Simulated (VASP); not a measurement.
# Zr (P-1) in VASP: notebook

Runs on Zr. Level: PBEsol. Tasks: single point.

Program: VASP 6.6.1. These are calculated values, not measurements. Logs are shortened: lines on timing, memory, paths and dates and some standing lists are left out, and cuts for length are marked.

**1. The cell of the first run**

The typed cell holds 2 atoms: a = 3.232 Å, b = 3.232 Å, c = 5.147 Å, α = 90.00°, β = 90.00°, γ = 120.00°.

**2. Single point, PBEsol (atom 1 (Zr) moved by (+0.300, -0.300) A along [1 1 0] and z)**

File INCAR:

```
SYSTEM = Zr
PREC = Accurate
ENCUT = 500
EDIFF = 1E-6
ISMEAR = 0
SIGMA = 0.15
LREAL = .False.
LASPH = .True.
NELM = 120
ALGO = Normal
ISIF = 2
LWAVE = .False.
LCHARG = .False.
GGA = PS
NBANDS = 19
GGA_COMPAT = .False.
```

File KPOINTS:

```
regular mesh
0
Gamma
  18 18 10
  0 0 0
```

File POSCAR:

```
Zr
1.0
    3.2319982225      0.0000000000      0.0000000000
   -1.6159991112      2.7989925657      0.0000000000
    0.0000000000      0.0000000000      5.1470000000
Zr
2
Direct
    0.4368626358      0.7424553761      0.1917136196
    0.6666666667      0.3333333333      0.7500000000
```

Potentials or basis: VASP PAW PBE potentials, release 64 (Zr_sv).

Run with:

```
> cat potpaw_PBE.64/Zr_sv/POTCAR > POTCAR
> mpirun -np 1 vasp_std > vasp.out
```

OUTCAR:

```text
SYSTEM = Zr
   PREC = Accurate
   ENCUT = 500
   EDIFF = 1E-6
   ISMEAR = 0
   LREAL = .False.
   LASPH = .True.
   NELM = 120
   ISIF = 2
   GGA = PS

 ion  position               nearest neighbor table
   1  0.437  0.742  0.192-   2 2.82   2 2.91   2 3.13   2 3.32   2 3.40   2 3.59
   2  0.667  0.333  0.750-   1 2.82   1 2.91   1 3.13   1 3.32   1 3.40   1 3.59

  LATTYP: Found a hexagonal cell.
 ALAT       =     3.2319982225
 C/A-ratio  =     1.5925132521

  Lattice vectors:

 A1 = (   3.2319982225,   0.0000000000,   0.0000000000)
 A2 = (  -1.6159991112,   2.7989925657,   0.0000000000)
 A3 = (   0.0000000000,   0.0000000000,   5.1470000000)

Analysis of symmetry for initial positions (statically):
=====================================================================
 Subroutine PRICEL returns:
 Original cell was already a primitive cell.

 Routine SETGRP: Setting up the symmetry group for a
 hexagonal supercell.

 Subroutine GETGRP returns: Found  2 space group operations
 (whereof  1 operations were pure point group operations)
 out of a pool of 24 trial point group operations.

The static configuration has the point symmetry C_1 .
 The point group associated with its full space group is S_2 .

Analysis of symmetry for dynamics (positions and initial velocities):
=====================================================================
 Subroutine PRICEL returns:
 Original cell was already a primitive cell.

 Routine SETGRP: Setting up the symmetry group for a
 hexagonal supercell.

 Subroutine GETGRP returns: Found  2 space group operations
 (whereof  1 operations were pure point group operations)
 out of a pool of 24 trial point group operations.

The dynamic configuration has the point symmetry C_1 .
 The point group associated with its full space group is S_2 .

 Subroutine INISYM returns: Found  2 space group operations
 (whereof  1 operations are pure point group operations),
 and found     1 'primitive' translations

----------------------------------------------------------------------------------------

                                     Primitive cell

  volume of cell :      46.5615

  direct lattice vectors                    reciprocal lattice vectors
     3.231998223  0.000000000  0.000000000     0.309406111  0.178635701  0.000000000
    -1.615999111  2.798992566  0.000000000     0.000000000  0.357271403  0.000000000
     0.000000000  0.000000000  5.147000000     0.000000000  0.000000000  0.194287935

  length of vectors
     3.231998223  3.231998222  5.147000000     0.357271403  0.357271403  0.194287935

  position of ions in fractional coordinates (direct lattice)
     0.436862636  0.742455376  0.191713620
     0.666666667  0.333333333  0.750000000

  ion indices of the primitive-cell ions
   primitive index   ion index
                 1           1
                 2           2

----------------------------------------------------------------------------------------

 KPOINTS: regular mesh

Automatic generation of k-mesh.
 Grid dimensions read from file:
 generate k-points for:   18   18   10

 Generating k-lattice:

  Cartesian coordinates                     Fractional coordinates (reciprocal lattice)
     0.017189228  0.009924206  0.000000000     0.055555556  0.000000000  0.000000000
     0.000000000  0.019848411  0.000000000     0.000000000  0.055555556  0.000000000
     0.000000000  0.000000000  0.019428793     0.000000000  0.000000000  0.100000000

  Length of vectors
     0.019848411  0.019848411  0.019428793

  Shift w.r.t. Gamma in fractional coordinates (k-lattice)
     0.000000000  0.000000000  0.000000000

 Subroutine IBZKPT returns following result:
 ===========================================

 Found   1624 irreducible k-points:

 Following reciprocal coordinates:
            Coordinates               Weight
  0.000000  0.000000  0.000000      1.000000
  0.055556 -0.000000  0.000000      2.000000
  0.000000  0.055556  0.000000      2.000000
 -0.055556  0.055556  0.000000      2.000000
  0.111111 -0.000000  0.000000      2.000000
  0.000000  0.111111  0.000000      2.000000
[... 16 lines left out ...]
  0.444444  0.000000  0.000000      2.000000
  0.000000  0.444444  0.000000      2.000000
 [... further k-points ...]
   k-points           NKPTS =   1624   k-points in BZ     NKDIM =   1624   number of bands    NBANDS=     19
   number of dos      NEDOS =    301   number of ions     NIONS =      2
   total plane-waves  NPLWV =  23040
   dimension x,y,z NGX =    24 NGY =   24 NGZ =   40
   dimension x,y,z NGXF=    48 NGYF=   48 NGZF=   80
   ions per type =               2
   NGX,Y,Z   is equivalent  to a cutoff of  12.35, 12.35, 12.92 a.u.
   NGXF,Y,Z  is equivalent  to a cutoff of  24.69, 24.69, 25.84 a.u.
 SYSTEM =  Zr
   PREC   = accura    normal or accurate (medium, high low for compatibility)
   ISTART =      0    job   : 0-new  1-cont  2-samecut
   ICHARG =      2    charge: 1-file 2-atom 10-const
   ISPIN  =      1    spin polarized calculation?
   LNONCOLLINEAR =      F non collinear calculations
   LSORBIT =      F    spin-orbit coupling
   LASPH  =      T    aspherical Exc in radial PAW
   ENCUT  =  500.0 eV  36.75 Ry    6.06 a.u.   5.89  5.89  9.38*2*pi/ulx,y,z
   NELM   =    120;   NELMIN=  2; NELMDL= -5     # of ELM steps
   EDIFF  = 0.1E-05   stopping-criterion for ELM
   LREAL  =      F    real-space projection
[... 7 lines left out ...]
   TEBEG  =    0.0;   TEEND  =   0.0 temperature during run
   PSTRESS=    0.0 pullay stress
   NELECT =      24.0000    total number of electrons
   NUPDOWN=      -1.0000    fix difference up-down
   EMIN   =  10.00;   EMAX   =-10.00  energy-range for DOS
   EFERMI =   0.00;   METHOD = LEGACY
   ISMEAR =     0;   SIGMA  =   0.15  broadening in eV -4-tet -1-fermi 0-gaus
   EFERMI_NEDOS =   21; number of points for ismear=-14 and -15
   IALGO  =     38    algorithm
   IMIX   =      4    mixing-type and parameters
     AMIX     =   0.40;   BMIX     =  1.00
     AMIX_MAG =   1.60;   BMIX_MAG =  1.00
  volume/ion in A,a.u.               =      23.28       157.11
  Fermi-wavevector in a.u.,A,eV,Ry     =   1.312612  2.480476 23.442147  1.722949
  Thomas-Fermi vector in A             =   2.442992
   LORBIT       =      0    0 simple, 1 ext, 2 COOP (PROOUT), +10 PAW based schemes
   GGA     = PS    functional components
   LHFCALC =     F    Hartree Fock is set to
   AEXX    =    0.0000 exact exchange contribution
   IVDW    =     0    specifies the selected vdW correction
   LEPSILON=     F    determine dielectric tensor
   LRPA    =     F    only Hartree local field effects (RPA)
 non-spin polarized calculation
 Gauss-broadening in eV      SIGMA  =   0.15
  energy-cutoff  :      500.00
  volume of cell :       46.56
 maximum number of plane-waves:      1196
   NGX = 11   NGY = 11   NGZ = 19

 number of electron      24.0000000 magnetization

 Free energy of the ion-electron system (eV)
  ---------------------------------------------------
  ext. energy  EPLUGINS =         0.00000000
  ---------------------------------------------------
  free energy    TOTEN  =       -17.91854749 eV

  energy without entropy =      -17.89323081  energy(sigma->0) =      -17.90588915

 E-fermi :   8.7666     XC(G=0): -11.1648

 val. band max:        8.7664210131   @ k =   0.1111  -0.3333   0.4000
 cond. band min:       8.7669963445   @ k =   0.2222  -0.3889  -0.4000
 fundamental gap:      0.0005753314
 Fermi energy:         8.7666451473

 k-point     1 :       0.0000    0.0000    0.0000
  band No.  band energies     occupation
      1     -39.9051      2.00000
      2     -39.6692      2.00000
      3     -18.5497      2.00000
      4     -17.6559      2.00000
      5     -17.4954      2.00000
      6     -17.4444      2.00000
[... 11 lines left out ...]
     18      11.9864      0.00000
     19      12.6214      0.00000

 k-point     2 :       0.0556   -0.0000    0.0000
  band No.  band energies     occupation
      1     -39.9016      2.00000
      2     -39.6676      2.00000
      3     -18.5427      2.00000
      4     -17.6622      2.00000
      5     -17.5295      2.00000
      6     -17.4551      2.00000
[... 11 lines left out ...]
     18      11.8854      0.00000
     19      13.0629      0.00000

 k-point     3 :       0.0000    0.0556    0.0000
  band No.  band energies     occupation
      1     -39.9008      2.00000
      2     -39.6684      2.00000
      3     -18.5403      2.00000
      4     -17.6796      2.00000
      5     -17.5104      2.00000
      6     -17.4464      2.00000
[... 11 lines left out ...]
     18      11.8537      0.00000
     19      12.7936      0.00000

 k-point     4 :      -0.0556    0.0556    0.0000
  band No.  band energies     occupation
      1     -39.9009      2.00000
      2     -39.6683      2.00000
      3     -18.5407      2.00000
      4     -17.6773      2.00000
      5     -17.5100      2.00000
      6     -17.4526      2.00000
[... 11 lines left out ...]
     18      11.8741      0.00000
     19      12.7923      0.00000

 k-point     5 :       0.1111   -0.0000    0.0000
  band No.  band energies     occupation
      1     -39.8915      2.00000
      2     -39.6631      2.00000
      3     -18.5225      2.00000
      4     -17.6808      2.00000
      5     -17.6124      2.00000
      6     -17.4982      2.00000
[... 11 lines left out ...]
     18      11.7480      0.00000
     19      13.8316      0.00000
[... 334 lines left out ...]
      2     -39.6709      2.00000
      3     -18.3670      2.00000
      4     -18.2194      2.00000
      5     -17.8180      2.00000
      6     -17.7401      2.00000
[... 11 lines left out ...]
     18      13.5496      0.00000
     19      13.8995      0.00000

 k-point    22 :      -0.3889    0.3889    0.0000
  band No.  band energies     occupation
      1     -39.7632      2.00000
      2     -39.6603      2.00000
      3     -18.3338      2.00000
      4     -18.2660      2.00000
      5     -17.8412      2.00000
      6     -17.7250      2.00000
[... 11 lines left out ...]
     18      13.5310      0.00000
     19      13.7446      0.00000

 k-point    23 :       0.4444    0.0000    0.0000
  band No.  band energies     occupation
      1     -39.7863      2.00000
      2     -39.6228      2.00000
      3     -18.3501      2.00000
      4     -18.2989      2.00000
      5     -17.9057      2.00000
      6     -17.8422      2.00000
[... 11 lines left out ...]
     18      13.9181      0.00000
     19      14.5364      0.00000

 k-point    24 :       0.0000    0.4444    0.0000
  band No.  band energies     occupation
      1     -39.7250      2.00000
      2     -39.6834      2.00000
      3     -18.3980      2.00000
      4     -18.2500      2.00000
      5     -17.8012      2.00000
      6     -17.7401      2.00000
[... 11 lines left out ...]
     18      14.1192      0.00000
     19      14.2102      0.00000

 [... further k-points ...]

------------------------ aborting loop because EDIFF is reached ----------------------------------------

  FORCE on cell =-STRESS in cart. coord.  units (eV):
  Direction    XX          YY          ZZ          XY          YZ          ZX
  --------------------------------------------------------------------------------------
  -------------------------------------------------------------------------------------
  Total       -1.0280110     -0.0897896      0.6195946     -0.3424572     -0.0786329     -0.0669244
  in kB      -35.3737687     -3.0896535     21.3201954    -11.7839231     -2.7057515     -2.3028626
  external PRESSURE =      -5.7144089 kB  Pullay stress =       0.0000000 kB

 VOLUME and BASIS-vectors are now :
 -----------------------------------------------------------------------------
  energy-cutoff  :      500.00
  volume of cell :       46.56
      direct lattice vectors                 reciprocal lattice vectors
     3.231998223  0.000000000  0.000000000     0.309406111  0.178635701  0.000000000
    -1.615999111  2.798992566  0.000000000     0.000000000  0.357271403  0.000000000
     0.000000000  0.000000000  5.147000000     0.000000000  0.000000000  0.194287935

 POSITION                                       TOTAL-FORCE (eV/Angst)
 -----------------------------------------------------------------------------------
      0.21213      2.07813      0.98675        -0.090123     -0.107628      1.572222
      1.61600      0.93300      3.86025         0.090123      0.107628     -1.572222
 -----------------------------------------------------------------------------------
    total drift:                                0.000001      0.000000     -0.000003

  FREE ENERGIE OF THE ION-ELECTRON SYSTEM (eV)
  ---------------------------------------------------
  free  energy   TOTEN  =       -17.9185474922 eV

  energy  without entropy=      -17.8932308071  energy(sigma->0) =      -17.90588915
```

Run time: 29 min. Hardware: 1 thread of Oxide Virtual Turin-like, shared host; peak memory 1 GiB.

Results:

```yaml
Free_energy: -17.9185 eV
Pressure: -0.6 GPa
Largest_force: 1.578 eV/Å
Band_gap_on_the_k_mesh: zero (bands 12 and 13 overlap by 1.21 eV)
```

Forces in eV/Å, atoms in the order of the input:
```
Zr  -0.090 -0.108  1.572
Zr   0.090  0.108 -1.572
```

Levels at points of the mesh, in eV from the Fermi level:
```csv
k point,band 9,band 10,band 11,band 12,band 13,band 14,band 15,band 16
"(0.00, 0.00, 0.00)",-5.52,-3.06,0.22,0.63,0.99,1.12,1.34,2.22
"(0.50, 0.00, 0.00)",-2.81,-2.70,-2.31,0.14,0.27,1.57,2.40,5.00
"(0.00, 0.50, 0.00)",-2.63,-2.17,-1.53,-0.18,0.26,0.67,1.46,4.78
"(0.50, 0.50, 0.00)",-2.60,-2.32,-1.76,-0.10,0.59,0.66,1.58,4.77
"(0.00, 0.00, 0.50)",-3.94,-3.76,-0.89,0.62,0.65,0.74,0.90,1.51
"(0.50, 0.00, 0.50)",-2.77,-2.43,-1.54,-0.69,1.30,1.47,2.14,3.15
"(0.00, 0.50, 0.50)",-3.00,-2.77,-1.42,-0.59,1.71,1.85,2.04,3.15
"(0.50, 0.50, 0.50)",-2.97,-2.71,-1.45,-0.74,1.65,1.78,2.30,3.20
```

Caveat: the cell differs from its parent crystal (atom 1 (Zr) moved by (+0.300, -0.300) A along [1 1 0] and z); the stress differs along the axes, from -4 to 2 GPa; the PAW data sets were made with another functional, which shifts forces and pressure a little.

**3. Single point, PBEsol (atom 1 (Zr) moved by (-0.300, -0.600) A along [1 1 0] and z)**

File INCAR:

```
SYSTEM = Zr
PREC = Accurate
ENCUT = 500
EDIFF = 1E-6
ISMEAR = 0
SIGMA = 0.15
LREAL = .FALSE.
LASPH = .TRUE.
NELM = 120
ALGO = Normal
ISIF = 2
LWAVE = .FALSE.
LCHARG = .FALSE.
GGA = PS
NBANDS = 19
GGA_COMPAT = .FALSE.
```

File KPOINTS:

```
Automatic mesh
0
G
  18 18 10
  0 0 0
```

POSCAR: that of step 2 with these lines changed.

```diff
@@ -8,3 +8,3 @@
 Direct
-    0.4368626358      0.7424553761      0.1917136196
+    0.2298040309      0.5908779572      0.1334272392
     0.6666666667      0.3333333333      0.7500000000
```

Potentials or basis: VASP PAW PBE potentials, release 64 (Zr_sv).

Run with:

```
> cat potpaw_PBE.64/Zr_sv/POTCAR > POTCAR
> mpirun -np 1 vasp_std > vasp.out
```

Wall time 25 min (1 thread of Oxide Virtual Turin-like, shared host); peak memory 1 GiB.

It converged, with:

```yaml
Free_energy: -17.0791 eV
Pressure: 7.6 GPa
Largest_force: 4.151 eV/Å
Band_gap_on_the_k_mesh: zero (bands 12 and 13 overlap by 0.90 eV)
```

Forces in eV/Å, atoms in the order of the input:
```
Zr  -0.050  0.011  4.151
Zr   0.050 -0.011 -4.151
```

Stress tensor (GPa, compression positive):
```
 7.53  2.43 -0.36
 2.43  1.40  0.09
-0.36  0.09 13.95
```

Levels at points of the mesh, in eV from the Fermi level:
| k point | band 10 | band 11 | band 12 | band 13 | band 14 | band 15 |
| --- | --- | --- | --- | --- | --- | --- |
| (0.00, 0.00, 0.00) | -3.23 | -0.29 | 0.29 | 0.44 | 0.49 | 1.19 |
| (0.50, 0.00, 0.00) | -1.87 | -1.02 | 0.16 | 0.45 | 0.53 | 2.02 |
| (0.00, 0.50, 0.00) | -2.37 | -1.83 | 0.12 | 0.30 | 1.24 | 3.18 |
| (0.50, 0.50, 0.00) | -2.27 | -1.59 | 0.22 | 0.31 | 0.99 | 2.84 |
| (0.00, 0.00, 0.50) | -3.56 | -1.60 | 0.13 | 0.24 | 0.43 | 0.50 |
| (0.50, 0.00, 0.50) | -2.41 | -1.43 | 0.24 | 1.16 | 2.14 | 2.22 |
| (0.00, 0.50, 0.50) | -2.22 | -1.60 | -0.44 | 0.99 | 1.82 | 3.09 |
| (0.50, 0.50, 0.50) | -2.33 | -1.51 | -0.50 | 1.37 | 1.98 | 2.96 |

Caveat: the cell differs from its parent crystal (atom 1 (Zr) moved by (-0.300, -0.600) A along [1 1 0] and z); the stress differs along the axes, from 1 to 14 GPa; the PAW data sets were made with another functional, which shifts forces and pressure a little.
